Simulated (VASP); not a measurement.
**Au: single point with r2SCAN50**

Au:

```
Au
1.0
     0.00000    2.03500    2.03500
     2.03500    0.00000    2.03500
     2.03500    2.03500    0.00000
Au
1
Direct
  0.00000 0.00000 0.00000
```

```json
{
  "Program": "VASP 6.6.1",
  "Task": "single point",
  "Functional": "r2SCAN50",
  "Potentials or basis": "VASP PAW PBE potentials, release 64 (Au_sv_GW)",
  "Cutoff": "440 eV",
  "k mesh": "6 × 6 × 6",
  "Occupations": "fermi-dirac, width 0.05 eV",
  "Spin": "no spin polarisation",
  "Dipole correction": "no",
  "Grid for exact exchange (PRECFOCK)": "Normal",
  "Further INCAR settings": "ALGO = Normal; EDIFF = 1e-06; NBANDS = 16",
  "Share of exact exchange": "0.5"
}
```

```yaml
Pressure: 1.0 GPa
Band_gap_on_the_k_mesh: zero (an odd number of electrons rules out a gap without spin polarisation)
```

Levels at points of the mesh, in eV from the Fermi level:
```tsv
k point	band 8	band 9	band 10	band 11	band 12	band 13
(0.00, 0.00, 0.00)	-7.49	-5.80	-5.80	17.90	22.38	22.38
(0.50, 0.00, 0.00)	-4.19	-4.19	-1.06	5.62	17.29	21.27
(0.50, 0.50, 0.00)	-3.70	-3.70	2.88	9.19	13.44	13.44
```

Run time: 8.1 min on 1 thread of Intel(R) Xeon(R) 6975P-C (Granite Rapids) (shared host), peak memory 0.14 GiB.

Caveat: the k points lie up to 0.45 Å⁻¹ apart, too coarse for converged energies and pressures of a metal; the PAW data sets were made with another functional, which shifts forces and pressure a little; spin-orbit coupling is left out, which moves the levels of the heavy elements.
